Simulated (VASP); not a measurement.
Here is a VASP 6.6.1 calculation.

INCAR

```
ALGO = Normal ; EDIFF = 1E-7
ENCUT = 520 ; GGA = PS
ISIF = 2 ; ISMEAR = 0
LASPH = T ; LCHARG = F
LREAL = F ; LWAVE = F
NBANDS = 18 ; NELM = 60
PREC = Accurate ; SIGMA = 0.1
```

KPOINTS

```
k-points
0
Gamma
  12 12 4
```

Contents of POSCAR:

```
Cu
1.0
    2.5232603330      0.0000000000      0.0000000000
   -1.2616301665      2.1852075487      0.0000000000
    0.0000000000      0.0000000000      4.1116910677
Cu
2
Direct
    0.3333333333      0.6666666667      0.2500000000
    0.6666666667      0.3333333333      0.7500000000
```

Potentials or basis: VASP PAW PBE potentials, release 64 (Cu).

Command:

```bash
$ cat potpaw_PBE.64/Cu/POTCAR > POTCAR
$ mpirun -np 1 vasp_std > vasp.out
```

(1) What does it give for the pressure?

(2) What does it give for the band gap on the k mesh?

Answers

(1) 0.4 GPa.

(2) zero (bands 11 and 12 overlap by 6.12 eV).

Caveat: the k points lie up to 0.38 Å⁻¹ apart, too coarse for converged energies and pressures of a metal; the PAW data sets were made with another functional, which shifts forces and pressure a little.
